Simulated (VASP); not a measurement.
Crystal: Si2Sb2Se.

```
CELL_PARAMETERS angstrom
6.76377 0.00000 0.00000
-3.38188 5.85760 0.00000
0.00000 0.00000 3.65260
ATOMIC_POSITIONS crystal
Si 0.33333 0.66667 0.00000
Si 0.66667 0.33333 0.00000
Sb 0.33333 0.66667 0.50000
Sb 0.66667 0.33333 0.50000
Se 0.00000 0.00000 0.00000
```

* Program: VASP 6.6.1
* Task: relaxation of cell and atoms
* Functional: PBE
* Potentials or basis: VASP PAW PBE potentials, release 64 (Si, Sb, Se)
* Cutoff: 600 eV
* k mesh: 3 × 3 × 6
* Occupations: gaussian, width 0.1 eV
* Spin: no spin polarisation

At the start: pressure 55.8 GPa; volume 28.94 Å³/atom.

Task: Where does the relaxation end?

Result: Over 21 steps the energy falls by 4757.6 meV/atom and the volume is 24.52 Å³/atom (-15.3 %); space group P6/mmm (No. 191, to 0.05 Å).

Step by step:
```
step  energy change (eV)  largest force (eV/Å)  pressure (GPa)  volume (Å³)
   1              0.0000                0.0000           55.84       144.71
   2            -13.2970                0.0000           -5.69       355.42
   3            -13.5882                0.0000           -5.90       344.03
   4            -13.9647                0.0000           -6.17       332.69
   5            -17.6439                0.0000           -7.04       238.81
   6            -18.1248                0.0000           -0.16       191.79
   7            -18.3084                0.0000           -5.48       216.22
   8            -18.3798                0.0000           -4.68       208.38
   9            -18.3792                0.0000           -4.44       207.11
  10            -19.8405                0.0000           -5.53       179.42
  11            -22.3579                0.0000           -5.29       141.99
  12            -15.2181                0.0000           74.34        79.23
  13            -23.1217                0.0000           -3.18       130.40
  14            -23.4865                0.0000            7.49       110.10
  15            -23.5669                0.0000            2.80       116.70
  16            -23.5707                0.0000            3.85       115.13
  17            -23.5142                0.0000            4.82       117.28
  18            -23.7251                0.0000            3.40       116.21
  19            -23.7670                0.0000           -1.49       126.15
  20            -23.7865                0.0000            0.03       122.33
  21            -23.7878                0.0000            0.04       122.58
```

Final structure:
```
CELL_PARAMETERS angstrom
4.97004 0.00000 0.00000
-2.48502 4.30418 0.00000
0.00000 0.00000 5.73002
ATOMIC_POSITIONS crystal
Si 0.33333 0.66667 0.00000
Si 0.66667 0.33333 0.00000
Sb 0.33333 0.66667 0.50000
Sb 0.66667 0.33333 0.50000
Se 0.00000 0.00000 0.00000
```

Caveat: the volume moved by over 15 % at a fixed basis, so the end points are rough.
